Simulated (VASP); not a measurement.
# S (R-3m) in VASP: relaxation of cell and atoms with PBE

Aim: the relaxation of cell and atoms of S with PBE.

Everything below comes from runs of VASP 6.6.1. Logs are shortened: lines on timing, memory, paths and dates and some standing lists are left out, and cuts for length are marked.

**1. The cell of the first run**

The structure is trigonal, space group R-3m (No. 166). The conventional cell has a = 2.624 Å, b = 2.624 Å, c = 3.330 Å, α = 90.00°, β = 90.00°, γ = 120.00°. S (site symmetry -3m) has 6 S at 1.88 Å within 2.5 Å.

**2. Relaxation of cell and atoms, PBE, target pressure 390 GPa, at which the enthalpy is minimised**

INCAR

```
SYSTEM = S
  PREC = Accurate
  ENCUT = 600
  EDIFF = 1E-6
  ISMEAR = -1
  SIGMA = 0.05
  LREAL = .False.
  LASPH = .True.
  NELM = 100
  ALGO = Normal
  ISIF = 3
  LWAVE = .False.
  LCHARG = .False.
  GGA = PE
  IBRION = 2
  NSW = 32
  EDIFFG = -0.005
  PSTRESS = 3900.0
```

KPOINTS

```
Automatic mesh
0
Gamma
  17 17 17
  0 0 0
```

POSCAR

```
S
1.0
    1.3117771253     -0.7573548764      2.2203071093
    0.0000000000      1.5147097528      2.2203071093
   -1.3117771253     -0.7573548764      2.2203071093
S
2
Direct
    0.2500002621      0.2500002621      0.2500002621
   -0.2500002621     -0.2500002621     -0.2500002621
```

Potentials or basis: VASP PAW PBE potentials, release 64 (S).

Launch:

```sh
> cat potpaw_PBE.64/S/POTCAR > POTCAR
> mpirun -np 1 vasp_std > vasp.out
```

OUTCAR:

```text
SYSTEM = S
   PREC = Accurate
   ENCUT = 600
   EDIFF = 1E-6
   ISMEAR = -1
   LREAL = .False.
   LASPH = .True.
   NELM = 100
   ISIF = 3
   GGA = PE
   IBRION = 2
   NSW = 32
   EDIFFG = -0.005
   PSTRESS = 3900.0

 ion  position               nearest neighbor table
   1  0.250  0.250  0.250-   2 1.88   2 1.88   2 1.88   2 1.88   2 1.88   2 1.88
   2  0.750  0.750  0.750-   1 1.88   1 1.88   1 1.88   1 1.88   1 1.88   1 1.88

  LATTYP: Found a trigonal (rhomboedric) cell.
 ALAT       =     2.6877703203
 COS(alpha) =     0.5236065358

  Lattice vectors:

 A1 = (   1.3117771253,  -0.7573548764,   2.2203071093)
 A2 = (   0.0000000000,   1.5147097528,   2.2203071093)
 A3 = (  -1.3117771253,  -0.7573548764,   2.2203071093)

Analysis of symmetry for initial positions (statically):
=====================================================================
 Subroutine PRICEL returns following result:

  LATTYP: Found a trigonal (rhomboedric) cell.
 ALAT       =     1.8779761188
 COS(alpha) =     0.0241772775

  Lattice vectors:

 A1 = (   1.3117771253,   0.7573548764,   1.1101570463)
 A2 = (  -1.3117771253,   0.7573548764,   1.1101500630)
 A3 = (   0.0000000000,  -1.5147097528,   1.1101570463)

   2 primitive cells build up your supercell.

 Routine SETGRP: Setting up the symmetry group for a
 trigonal (rhombohedral) supercell.

 Subroutine GETGRP returns: Found 12 space group operations
 (whereof 12 operations were pure point group operations)
 out of a pool of 12 trial point group operations.

The static configuration has the point symmetry D_3d.

Analysis of symmetry for dynamics (positions and initial velocities):
=====================================================================
 Subroutine PRICEL returns following result:

  LATTYP: Found a trigonal (rhomboedric) cell.
 ALAT       =     1.8779761188
 COS(alpha) =     0.0241772775

  Lattice vectors:

 A1 = (   1.3117771253,   0.7573548764,   1.1101570463)
 A2 = (  -1.3117771253,   0.7573548764,   1.1101500630)
 A3 = (   0.0000000000,  -1.5147097528,   1.1101570463)

   2 primitive cells build up your supercell.

 Routine SETGRP: Setting up the symmetry group for a
 trigonal (rhombohedral) supercell.

 Subroutine GETGRP returns: Found 12 space group operations
 (whereof 12 operations were pure point group operations)
 out of a pool of 12 trial point group operations.

The dynamic configuration has the point symmetry D_3d.

 Subroutine INISYM returns: Found 12 space group operations
 (whereof 12 operations are pure point group operations),
 and found     2 'primitive' translations

----------------------------------------------------------------------------------------

                                     Primitive cell

  volume of cell :       6.6175

  direct lattice vectors                    reciprocal lattice vectors
     1.311777125  0.757354876  1.110157046     0.381161511  0.220064624  0.300258448
    -1.311777125  0.757354876  1.110150063    -0.381163110  0.220064624  0.300258448
     0.000000000 -1.514709753  1.110157046    -0.000000799 -0.440127864  0.300258448

  length of vectors
     1.877976119  1.877971991  1.877976119     0.532792335  0.532793479  0.532792335

  position of ions in fractional coordinates (direct lattice)
     0.500000000  0.500000000  0.500000000

  ion indices of the primitive-cell ions
   primitive index   ion index
                 1           1

----------------------------------------------------------------------------------------

 KPOINTS: Automatic mesh

Automatic generation of k-mesh.
 Grid dimensions read from file:
 generate k-points for:   17   17   17

 Generating k-lattice:

  Cartesian coordinates                     Fractional coordinates (reciprocal lattice)
     0.022421312 -0.012944951  0.008831140     0.058823529  0.000000000  0.000000000
     0.000000000  0.025889901  0.008831140     0.000000000  0.058823529  0.000000000
    -0.022421312 -0.012944951  0.008831140     0.000000000  0.000000000  0.058823529

  Length of vectors
     0.027354635  0.027354635  0.027354635

  Shift w.r.t. Gamma in fractional coordinates (k-lattice)
     0.000000000  0.000000000  0.000000000

 Subroutine IBZKPT returns following result:
 ===========================================

 Found    489 irreducible k-points:

 Following reciprocal coordinates:
            Coordinates               Weight
  0.000000  0.000000  0.000000      1.000000
  0.058824 -0.000000  0.000000      6.000000
  0.117647  0.000000  0.000000      6.000000
  0.176471 -0.000000  0.000000      6.000000
  0.235294  0.000000  0.000000      6.000000
  0.294118  0.000000 -0.000000      6.000000
[... 16 lines left out ...]
 -0.176471  0.058824  0.000000     12.000000
 -0.117647  0.058824  0.000000     12.000000
 [... further k-points ...]
   k-points           NKPTS =    489   k-points in BZ     NKDIM =    489   number of bands    NBANDS=     10
   number of dos      NEDOS =    301   number of ions     NIONS =      2
   total plane-waves  NPLWV =  13824
   dimension x,y,z NGX =    24 NGY =   24 NGZ =   24
   dimension x,y,z NGXF=    48 NGYF=   48 NGZF=   48
   ions per type =               2
   NGX,Y,Z   is equivalent  to a cutoff of  14.84, 14.84, 14.84 a.u.
   NGXF,Y,Z  is equivalent  to a cutoff of  29.69, 29.69, 29.69 a.u.
 SYSTEM =  S
   PREC   = accura    normal or accurate (medium, high low for compatibility)
   ISTART =      0    job   : 0-new  1-cont  2-samecut
   ICHARG =      2    charge: 1-file 2-atom 10-const
   ISPIN  =      1    spin polarized calculation?
   LNONCOLLINEAR =      F non collinear calculations
   LSORBIT =      F    spin-orbit coupling
   LASPH  =      T    aspherical Exc in radial PAW
   ENCUT  =  600.0 eV  44.10 Ry    6.64 a.u.   5.37  5.37  5.37*2*pi/ulx,y,z
   NELM   =    100;   NELMIN=  2; NELMDL= -5     # of ELM steps
   EDIFF  = 0.1E-05   stopping-criterion for ELM
   LREAL  =      F    real-space projection
   EDIFFG = -.5E-02   stopping-criterion for IOM
   NSW    =     32    number of steps for IOM
   IBRION =      2    ionic relax: 0-MD 1-quasi-New 2-CG
   NFREE  =      1    steps in history (QN), initial steepest desc. (CG)
   ISIF   =      3    stress and relaxation
   ISYM   =      2    0-nonsym 1-usesym 2-fastsym
   POTIM  = 0.5000    time-step for ionic-motion
   TEBEG  =    0.0;   TEEND  =   0.0 temperature during run
   PSTRESS= 3900.0 pullay stress
   NELECT =      12.0000    total number of electrons
   NUPDOWN=      -1.0000    fix difference up-down
   EMIN   =  10.00;   EMAX   =-10.00  energy-range for DOS
   EFERMI =   0.00;   METHOD = LEGACY
   ISMEAR =    -1;   SIGMA  =   0.05  broadening in eV -4-tet -1-fermi 0-gaus
   EFERMI_NEDOS =   21; number of points for ismear=-14 and -15
   IALGO  =     38    algorithm
   IMIX   =      4    mixing-type and parameters
     AMIX     =   0.40;   BMIX     =  1.00
     AMIX_MAG =   1.60;   BMIX_MAG =  1.00
  volume/ion in A,a.u.               =       6.62        44.66
  Fermi-wavevector in a.u.,A,eV,Ry     =   1.584506  2.994283 34.159609  2.510660
  Thomas-Fermi vector in A             =   2.684114
   LORBIT       =      0    0 simple, 1 ext, 2 COOP (PROOUT), +10 PAW based schemes
   GGA     = PE    functional components
   LHFCALC =     F    Hartree Fock is set to
   AEXX    =    0.0000 exact exchange contribution
   IVDW    =     0    specifies the selected vdW correction
   LEPSILON=     F    determine dielectric tensor
   LRPA    =     F    only Hartree local field effects (RPA)
 conjugate gradient relaxation of ions
 non-spin polarized calculation
  energy-cutoff  :      600.00
  volume of cell :       13.23
 maximum number of plane-waves:       455
 NGX is ok and might be reduce to    24
   NGX = 11   NGY = 11   NGZ = 11

--------------------------------------- Ionic step        1  -------------------------------------------

 number of electron      12.0000001 magnetization

 Free energy of the ion-electron system (eV)
  ---------------------------------------------------
  ext. energy  EPLUGINS =         0.00000000
  ---------------------------------------------------
  free energy    TOTEN  =         4.60464082 eV

  energy without entropy =        4.60756250  energy(sigma->0) =        4.60610166

------------------------ aborting loop because EDIFF is reached ----------------------------------------

  FORCE on cell =-STRESS in cart. coord.  units (eV):
  Direction    XX          YY          ZZ          XY          YZ          ZX
  --------------------------------------------------------------------------------------
  -------------------------------------------------------------------------------------
  Total       31.4248611     31.4248611     31.4128273      0.0000000     -0.0000000      0.0000000
  in kB     3804.1722164   3804.1722163   3802.7154515      0.0000000     -0.0000000      0.0000000
  external PRESSURE =     -96.3133719 kB  Pullay stress =    3900.0000000 kB
[... 289 lines left out ...]
  enthalpy is  TOTEN    =        36.8183575352 eV   P V=       31.9974604044

--------------------------------------- Ionic step        9  -------------------------------------------

 number of electron      12.0000001 magnetization

 Free energy of the ion-electron system (eV)
  ---------------------------------------------------
  ext. energy  EPLUGINS =         0.00000000
  ---------------------------------------------------
  free energy    TOTEN  =         4.82340043 eV

  energy without entropy =        4.82640971  energy(sigma->0) =        4.82490507

 E-fermi :  26.1047     XC(G=0): -15.5010

 val. band max:       26.0962407931   @ k =   0.2941   0.1765   0.1176
 cond. band min:      26.1055456142   @ k =  -0.2353   0.0588   0.0588
 fundamental gap:      0.0093048211
 Fermi energy:        26.1046945080

 k-point     1 :       0.0000    0.0000    0.0000
  band No.  band energies     occupation
      1      -4.7834      2.00000
      2      18.1837      2.00000
      3      19.3959      2.00000
      4      19.3959      2.00000
      5      24.9321      2.00000
      6      26.1191      0.85678
      7      26.1191      0.85678
      8      29.4776      0.00000
      9      29.4776      0.00000
     10      30.3914      0.00000
[... 287 lines left out ...]
 k-point    24 :      -0.1176    0.0588    0.0000
  band No.  band energies     occupation
      1      -4.1192      2.00000
      2      15.7972      2.00000
      3      17.3759      2.00000
      4      19.0394      2.00000
      5      24.7325      2.00000
      6      25.9306      1.94028
      7      26.5973      0.00011
      8      26.6208      0.00007
      9      28.0392      0.00000
     10      32.0107      0.00000

 [... further k-points ...]
[... 5 lines left out ...]
  --------------------------------------------------------------------------------------
  -------------------------------------------------------------------------------------
  Total       32.0000314     32.0000314     31.9990570      0.0000000      0.0000000      0.0000000
  in kB     3900.6188644   3900.6188639   3900.5000906      0.0000000      0.0000000      0.0000000
  external PRESSURE =       0.5792729 kB  Pullay stress =    3900.0000000 kB
[... 17 lines left out ...]
  FREE ENERGIE OF THE ION-ELECTRON SYSTEM (eV)
  ---------------------------------------------------
  free  energy   TOTEN  =         4.8234004322 eV

  energy  without entropy=        4.8264097072  energy(sigma->0) =        4.82490507

  enthalpy is  TOTEN    =        36.8183548100 eV   P V=       31.9949543777

 reached required accuracy - stopping structural energy minimisation
```

Wall time 78 s (1 thread of Intel Xeon 6975P-C (Granite Rapids), shared host); peak memory 0.19 GiB.

Results:

* Free energy: 4.8234 eV
* Relaxed volume: 6.57 Å³/atom
* Relaxed cell: a = 2.680 Å, b = 2.680 Å, c = 2.680 Å, α = 58.49°, β = 58.49°, γ = 58.49°
* Space group after relaxing (to 0.1 Å): Pm-3m (No. 221)
* Energy change on relaxing (the run minimises the enthalpy): +109.4 meV/atom
* Ionic steps: 9
* Pressure after relaxing: 390.1 GPa
* Band gap on the k mesh: zero (bands 6 and 7 overlap by 1.98 eV)

Step by step:
```csv
step,energy change (eV),largest force (eV/Å),pressure (GPa),volume (Å³)
1,0.0000,0.0000,380.37,13.23
2,1.9721,0.0000,468.17,12.49
3,0.2104,0.0000,389.73,13.15
4,0.2164,0.0000,389.96,13.14
5,0.2208,0.0000,390.16,13.14
6,0.1950,0.0000,389.04,13.15
7,0.2134,0.0000,389.86,13.15
8,0.2163,0.0000,389.95,13.15
9,0.2188,0.0000,390.06,13.14
```

Final structure:
```xyz
2
Lattice="1.3094 -0.7560 2.2132 0.0000 1.5119 2.2132 -1.3094 -0.7560 2.2132" Properties=species:S:1:pos:R:3 pbc="T T T"
S     0.0000    0.0000    1.6599
S     0.0000    0.0000    4.9797
```

Caveat: the cell is relaxed towards a set pressure, so the run minimises the enthalpy, not the energy.
